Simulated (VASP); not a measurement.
# TiO2 (Cm) in VASP: single point with PBE+D3(BJ)

Aim: the single point of TiO2 with PBE+D3(BJ).

All numbers are computed with VASP 6.6.1; they aren't measurements. Logs are shortened: lines on timing, memory, paths and dates and some standing lists are left out, and cuts for length are marked.

## Step 1: The cell of the first run

The structure is monoclinic, space group Cm (No. 8). The conventional cell has a = 9.889 Å, b = 2.972 Å, c = 10.621 Å, α = 90.00°, β = 107.29°, γ = 90.00°. Within 1.7 Å of Ti (site symmetry m) lie 1 O at 1.29 Å. Ti (site symmetry m) has 6 O at 1.97 Å and 1 Ti at 2.57 Å within 2.6 Å. Ti (site symmetry m) has 6 O at 1.97 Å within 2.6 Å. Within 2.6 Å of Ti (site symmetry m) lie 6 O at 1.97 Å. Within 2.6 Å of O (site symmetry m) lie 4 Ti at 1.97 to 2.47 Å and 4 O at 2.57 to 2.59 Å. O (site symmetry m) has 3 Ti at 1.97 Å and 3 O at 2.59 Å within 2.6 Å. Within 2.6 Å of O (site symmetry m) lie 3 Ti at 1.97 Å and 3 O at 2.59 Å. Within 2.6 Å of O (site symmetry m) lie 3 Ti at 1.97 Å and 3 O at 2.57 to 2.59 Å.

## Step 2: Single point, PBE+D3(BJ) (the part above a cut slid along it)

Input file INCAR:

```
SYSTEM = TiO2
PREC = Accurate
ENCUT = 600
EDIFF = 1E-6
ISMEAR = 0
SIGMA = 0.05
LREAL = .FALSE.
LASPH = .TRUE.
NELM = 120
ALGO = Normal
ISIF = 2
LWAVE = .FALSE.
LCHARG = .FALSE.
GGA = PE
IVDW = 12
ISYM = 0
NBANDS = 60
GGA_COMPAT = .FALSE.
```

Input file KPOINTS:

```
Automatic mesh
0
G
  9 6 3
  0 0 0
```

Input file POSCAR:

```
TiO2
1.0
    1.4862023626     -2.5741780023      0.0000000000
    1.4862023626     -0.8580593341     -4.8692577686
    9.6603153568      3.8612670036      0.0000000000
Ti O
4 8
Direct
   -0.4750250000      0.0000000000      0.9500500000
    0.3999750000      0.0000000000      0.2000500000
   -0.2250250000      0.0000000000      0.4500500000
    0.1499750000      0.0000000000      0.7000500000
    0.8505442471      0.1987580063      0.1001534995
    0.2255442471      0.1987580063      0.3501534995
    0.6005442471      0.1987580063      0.6001534995
   -0.0244557529      0.1987580063      0.8501534995
    0.5744057529      0.8012419937      0.0499465005
   -0.0505942471      0.8012419937      0.2999465005
    0.3244057529      0.8012419937      0.5499465005
   -0.3005942471      0.8012419937      0.7999465005
```

Potentials or basis: VASP PAW PBE potentials, release 64 (Ti_sv, O).

On the command line:

```
> cat potpaw_PBE.64/Ti_sv/POTCAR potpaw_PBE.64/O/POTCAR > POTCAR
> mpirun -np 1 vasp_std > vasp.out
```

OUTCAR:

```text
SYSTEM = TiO2
   PREC = Accurate
   ENCUT = 600
   EDIFF = 1E-6
   ISMEAR = 0
   LREAL = .FALSE.
   LASPH = .TRUE.
   NELM = 120
   ISIF = 2
   GGA = PE
   IVDW = 12
   ISYM = 0
 IVDW          = 12

 ion  position               nearest neighbor table
   1  0.525  0.000  0.950-   9 1.29   8 1.97   8 1.97  12 1.97   2 2.57
   2  0.400  0.000  0.200-   5 1.97  10 1.97   5 1.97  10 1.97   9 1.97   6 1.97   1 2.57
   3  0.775  0.000  0.450-   6 1.97  11 1.97   6 1.97  11 1.97  10 1.97   7 1.97
   4  0.150  0.000  0.700-   7 1.97  12 1.97   7 1.97  12 1.97  11 1.97   8 1.97
   5  0.851  0.199  0.100-   2 1.97   2 1.97
   6  0.226  0.199  0.350-   3 1.97   3 1.97   2 1.97
   7  0.601  0.199  0.600-   4 1.97   4 1.97   3 1.97
   8  0.976  0.199  0.850-   1 1.97   1 1.97   4 1.97
   9  0.574  0.801  0.050-   1 1.29   2 1.97
  10  0.949  0.801  0.300-   2 1.97   2 1.97   3 1.97
  11  0.324  0.801  0.550-   3 1.97   3 1.97   4 1.97
  12  0.699  0.801  0.800-   4 1.97   4 1.97   1 1.97

IMPORTANT INFORMATION: All symmetrisations will be switched off!
NOSYMM: (Re-)initialisation of all symmetry stuff for point group C_1.

----------------------------------------------------------------------------------------

                                     Primitive cell

  volume of cell :     149.0285

  direct lattice vectors                    reciprocal lattice vectors
     1.486202363 -2.574178002  0.000000000     0.126160478 -0.315634738  0.094127967
     1.486202363 -0.858059334 -4.869257769     0.000000000  0.000000000 -0.205370109
     9.660315357  3.861267004  0.000000000     0.084106985  0.048559191  0.017114176

  length of vectors
     2.972404725  5.162822339 10.403416538     0.352706434  0.205370109  0.098614781

  position of ions in fractional coordinates (direct lattice)
     0.524975000  0.000000000  0.950050000
     0.399975000  0.000000000  0.200050000
     0.774975000  0.000000000  0.450050000
     0.149975000  0.000000000  0.700050000
     0.850544247  0.198758006  0.100153500
     0.225544247  0.198758006  0.350153500
     0.600544247  0.198758006  0.600153500
     0.975544247  0.198758006  0.850153500
     0.574405753  0.801241994  0.049946500
     0.949405753  0.801241994  0.299946500
     0.324405753  0.801241994  0.549946500
     0.699405753  0.801241994  0.799946500

  ion indices of the primitive-cell ions
   primitive index   ion index
                 1           1
                 2           2
                 3           3
                 4           4
                 5           5
                 6           6
                 7           7
                 8           8
                 9           9
                10          10
                11          11
                12          12

----------------------------------------------------------------------------------------

 KPOINTS: Automatic mesh

Automatic generation of k-mesh.
 Grid dimensions read from file:
 generate k-points for:    9    6    3

 Generating k-lattice:

  Cartesian coordinates                     Fractional coordinates (reciprocal lattice)
     0.014017831 -0.035070526  0.010458663     0.111111111  0.000000000  0.000000000
     0.000000000  0.000000000 -0.034228352     0.000000000  0.166666667  0.000000000
     0.028035662  0.016186397  0.005704725     0.000000000 -0.000000000  0.333333333

  Length of vectors
     0.039189604  0.034228352  0.032871594

  Shift w.r.t. Gamma in fractional coordinates (k-lattice)
     0.000000000  0.000000000  0.000000000

 -----------------------------------------------------------------------------
|                                                                             |
|           W    W    AA    RRRRR   N    N  II  N    N   GGGG   !!!           |
|           W    W   A  A   R    R  NN   N  II  NN   N  G    G  !!!           |
|           W    W  A    A  R    R  N N  N  II  N N  N  G       !!!           |
|           W WW W  AAAAAA  RRRRR   N  N N  II  N  N N  G  GGG   !            |
|           WW  WW  A    A  R   R   N   NN  II  N   NN  G    G                |
|           W    W  A    A  R    R  N    N  II  N    N   GGGG   !!!           |
|                                                                             |
|     Your reciprocal lattice and k-lattice belong to different lattice       |
|     classes:                                                                |
|                                                                             |
|        The reciprocal lattice is base-centered monoclinic,                  |
|        whereas your k-lattice is triclinic.                                 |
|                                                                             |
|     Results are often still useful ...                                      |
|                                                                             |
 -----------------------------------------------------------------------------

 WARNING: IBZKPT: internal override: KBLOWUP is changed to .FALSE.
      ... skipping the blow-up phase ...

 Subroutine IBZKPT returns following result:
 ===========================================

 Found     82 irreducible k-points:

 Following reciprocal coordinates:
            Coordinates               Weight
  0.000000  0.000000  0.000000      1.000000
  0.111111  0.000000 -0.000000      2.000000
  0.222222 -0.000000 -0.000000      2.000000
  0.333333  0.000000 -0.000000      2.000000
  0.444444 -0.000000 -0.000000      2.000000
  0.000000  0.166667  0.000000      2.000000
[... 16 lines left out ...]
 -0.111111  0.333333  0.000000      2.000000
  0.000000  0.500000  0.000000      1.000000
 [... further k-points ...]
   k-points           NKPTS =     82   k-points in BZ     NKDIM =     82   number of bands    NBANDS=     60
   number of dos      NEDOS =    301   number of ions     NIONS =     12
   total plane-waves  NPLWV =  84672
   dimension x,y,z NGX =    24 NGY =   42 NGZ =   84
   dimension x,y,z NGXF=    48 NGYF=   84 NGZF=  168
   ions per type =               4   8
   NGX,Y,Z   is equivalent  to a cutoff of  13.42, 13.52, 13.42 a.u.
   NGXF,Y,Z  is equivalent  to a cutoff of  26.85, 27.05, 26.85 a.u.
 SYSTEM =  TiO2
   PREC   = accura    normal or accurate (medium, high low for compatibility)
   ISTART =      0    job   : 0-new  1-cont  2-samecut
   ICHARG =      2    charge: 1-file 2-atom 10-const
   ISPIN  =      1    spin polarized calculation?
   LNONCOLLINEAR =      F non collinear calculations
   LSORBIT =      F    spin-orbit coupling
   LASPH  =      T    aspherical Exc in radial PAW
   ENCUT  =  600.0 eV  44.10 Ry    6.64 a.u.   5.94 10.31 20.78*2*pi/ulx,y,z
   NELM   =    120;   NELMIN=  2; NELMDL= -5     # of ELM steps
   EDIFF  = 0.1E-05   stopping-criterion for ELM
   LREAL  =      F    real-space projection
   EDIFFG = 0.1E-04   stopping-criterion for IOM
   NSW    =      0    number of steps for IOM
   IBRION =     -1    ionic relax: 0-MD 1-quasi-New 2-CG
   NFREE  =      0    steps in history (QN), initial steepest desc. (CG)
   ISIF   =      2    stress and relaxation
   ISYM   =      0    0-nonsym 1-usesym 2-fastsym
   POTIM  = 0.5000    time-step for ionic-motion
   TEBEG  =    0.0;   TEEND  =   0.0 temperature during run
   PSTRESS=    0.0 pullay stress
   NELECT =      96.0000    total number of electrons
   NUPDOWN=      -1.0000    fix difference up-down
   EMIN   =  10.00;   EMAX   =-10.00  energy-range for DOS
   EFERMI =   0.00;   METHOD = LEGACY
   ISMEAR =     0;   SIGMA  =   0.05  broadening in eV -4-tet -1-fermi 0-gaus
   EFERMI_NEDOS =   21; number of points for ismear=-14 and -15
   IALGO  =     38    algorithm
   IMIX   =      4    mixing-type and parameters
     AMIX     =   0.40;   BMIX     =  1.00
     AMIX_MAG =   1.60;   BMIX_MAG =  1.00
  volume/ion in A,a.u.               =      12.42        83.81
  Fermi-wavevector in a.u.,A,eV,Ry     =   1.413868  2.671823 27.198349  1.999022
  Thomas-Fermi vector in A             =   2.535469
   LORBIT       =      0    0 simple, 1 ext, 2 COOP (PROOUT), +10 PAW based schemes
   GGA     = PE    functional components
   LHFCALC =     F    Hartree Fock is set to
   AEXX    =    0.0000 exact exchange contribution
   IVDW    =    12    specifies the selected vdW correction
   LEPSILON=     F    determine dielectric tensor
   LRPA    =     F    only Hartree local field effects (RPA)
 non-spin polarized calculation
 Gauss-broadening in eV      SIGMA  =   0.05
  energy-cutoff  :      600.00
  volume of cell :      149.03
 maximum number of plane-waves:      5007
   NGX = 11   NGY = 21   NGZ = 41

 number of electron      95.9999990 magnetization

 Free energy of the ion-electron system (eV)
  ---------------------------------------------------
  ext. energy  EPLUGINS =         0.00000000
  ---------------------------------------------------
  free energy    TOTEN  =       -97.17299998 eV

  energy without entropy =      -97.17299998  energy(sigma->0) =      -97.17299998

 E-fermi :   2.8994     XC(G=0): -10.0203

 val. band max:        2.6602992886   @ k =  -0.2222  -0.1667   0.3333
 cond. band min:       4.6316683864   @ k =   0.4444   0.1667   0.3333
 fundamental gap:      1.9713690978
 Fermi energy:         2.8993879577

 k-point     1 :       0.0000    0.0000    0.0000
  band No.  band energies     occupation
      1     -54.4472      2.00000
      2     -54.1202      2.00000
      3     -53.7286      2.00000
      4     -53.3785      2.00000
      5     -32.1805      2.00000
      6     -30.8786      2.00000
[... 1501 lines left out ...]
     59       6.9516      0.00000
     60       7.5768      0.00000

 [... further k-points ...]

------------------------ aborting loop because EDIFF is reached ----------------------------------------

 Edisp (eV)   -2.40171

 E8    (eV) :    -0.9362

  FORCE on cell =-STRESS in cart. coord.  units (eV):
  Direction    XX          YY          ZZ          XY          YZ          ZX
  --------------------------------------------------------------------------------------
  -------------------------------------------------------------------------------------
  Total      26.18290    10.14044    33.40876    13.89303    15.12196    26.19179
  in kB     281.48750   109.01797   359.17130   149.36137   162.57332   281.58304
  external pressure =      249.89 kB  Pullay stress =        0.00 kB

 VOLUME and BASIS-vectors are now :
 -----------------------------------------------------------------------------
  energy-cutoff  :      600.00
  volume of cell :      149.03
      direct lattice vectors                 reciprocal lattice vectors
     1.486202363 -2.574178002  0.000000000     0.126160478 -0.315634738  0.094127967
     1.486202363 -0.858059334 -4.869257769     0.000000000  0.000000000 -0.205370109
     9.660315357  3.861267004  0.000000000     0.084106985  0.048559191  0.017114176

 POSITION                                       TOTAL-FORCE (eV/Angst)
 -----------------------------------------------------------------------------------
      9.95800      2.31702      0.00000       -28.977954    -16.730271    -37.017880
      2.52699     -0.25716      0.00000         3.518806      2.031717     -1.707882
      5.49939     -0.25716      0.00000         0.858405      0.495739      0.130502
      6.98560      2.31702      0.00000         1.090697      0.629856     -0.219247
      2.52699     -1.97328     -0.96780        -0.041747     -0.024217      1.190467
      4.01319      0.60090     -0.96780        -0.611968     -0.353454      0.039456
      6.98560      0.60090     -0.96780        -0.484639     -0.279932     -0.065519
      9.95800      0.60090     -0.96780        -0.635333     -0.366935      0.752843
      2.52699     -1.97328     -3.90145        26.470622     15.282763     36.266865
      5.49939     -1.97328     -3.90145        -0.446453     -0.257768      0.330758
      6.98560      0.60090     -3.90145        -0.460787     -0.266041      0.041865
      9.95800      0.60090     -3.90145        -0.279648     -0.161455      0.257771
 -----------------------------------------------------------------------------------
    total drift:                                0.001583     -0.001519      0.001124

  FREE ENERGIE OF THE ION-ELECTRON SYSTEM (eV)
  ---------------------------------------------------
  free  energy   TOTEN  =       -99.5747144320 eV

  energy  without entropy=      -99.5747144320  energy(sigma->0) =      -99.57471443
```

Wall time 31 min (1 thread of Oxide Virtual Turin-like, shared host); peak memory 0.69 GiB.

Results:

| Property | Result |
| --- | --- |
| Free energy | -99.5747 eV |
| Pressure | 25.0 GPa |
| Largest force | 49.899 eV/Å |
| Band gap on the k mesh | 1.97 eV (least direct gap 2.09 eV) |
| Dispersion energy per atom | -0.200 eV |

Forces in eV/Å, atoms in the order of the input:
```
Ti  -28.978 -16.730 -37.018
Ti    3.519   2.032  -1.708
Ti    0.858   0.496   0.131
Ti    1.091   0.630  -0.219
O    -0.042  -0.024   1.190
O    -0.612  -0.353   0.039
O    -0.485  -0.280  -0.066
O    -0.635  -0.367   0.753
O    26.471  15.283  36.267
O    -0.446  -0.258   0.331
O    -0.461  -0.266   0.042
O    -0.280  -0.161   0.258
```

Stress tensor (GPa, compression positive):
```
28.15 14.94 28.16
14.94 10.90 16.26
28.16 16.26 35.92
```

Caveat: the cell differs from its parent crystal (the part above a cut slid along it); atoms lie so close that the PAW spheres overlap strongly, which falsifies energies and pressures; the stress differs along the axes, from 11 to 36 GPa; forces of over 1 eV/Å act on the atoms, so gaps and moduli don't describe the material at rest. A k mesh can miss the band edges.
